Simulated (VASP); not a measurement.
Wanted: the native input for a VASP 6.6.1 run.

- Task: relaxation of cell and atoms
- Functional: PBE
- Dispersion: D3(BJ)
- Potentials or basis: VASP PAW PBE potentials, release 64 (Hf_pv)
- Cutoff: 600 eV
- k mesh: 9 × 9 × 9
- Occupations: fermi-dirac, width 0.05 eV
- Spin: no spin polarisation
- Dipole correction: no
- Further INCAR settings: ALGO = Fast; EDIFF = 1e-06; IBRION = 2; EDIFFG = -0.01; NSW = 60; ISIF = 3

The structure of Hf lies in POSCAR:

```
Hf
1.0
    2.9138100000      0.0000000000      0.0000000000
    0.0000000000      2.9138100000      0.0000000000
    0.0000000000      0.0000000000      2.9138100000
Hf
1
Direct
    0.5000000000      0.5000000000      0.5000000000
```

One way to write it, as run:

INCAR

```
SYSTEM = Hf
PREC = Accurate ; ENCUT = 600
EDIFF = 1E-6 ; ISMEAR = -1
SIGMA = 0.05 ; LREAL = .FALSE.
LASPH = .TRUE. ; NELM = 80
ALGO = Fast ; ISIF = 3
LWAVE = .FALSE. ; LCHARG = .FALSE.
GGA = PE ; IVDW = 12
IBRION = 2 ; NSW = 60
EDIFFG = -0.01
```

KPOINTS

```
Automatic mesh
0
G
  9 9 9
  0 0 0
```

Potentials or basis: VASP PAW PBE potentials, release 64 (Hf_pv).

The run is started by

```bash
$ cat potpaw_PBE.64/Hf_pv/POTCAR > POTCAR
$ mpirun -np 1 vasp_std > vasp.out
```

It gave:

```json
{
 "Relaxed volume": "23.81 Å³/atom",
 "Relaxed cell": "a = 2.877 Å, b = 2.877 Å, c = 2.877 Å, α = 90.00°, β = 90.00°, γ = 90.00°",
 "Space group after relaxing (to 0.05 Å)": "Pm-3m (No. 221)",
 "Energy gained by relaxing": "8.4 meV/atom",
 "Ionic steps": "3",
 "Pressure after relaxing": "-0.1 GPa",
 "Band gap on the k mesh": "zero (band 5 reaches 4.76 eV, above the bottom of band 6 at 2.57 eV)",
 "Dispersion energy per atom": "-0.422 eV"
}
```

Caveat: spin-orbit coupling is left out, which moves the levels of the heavy elements; pairwise dispersion overbinds metals, which lowers pressure and volume.

Wall time 13 s on 1 thread of Intel(R) Xeon(R) Platinum 8375C CPU @ 2.90GHz (Ice Lake) (shared host), peak memory 0.16 GiB.
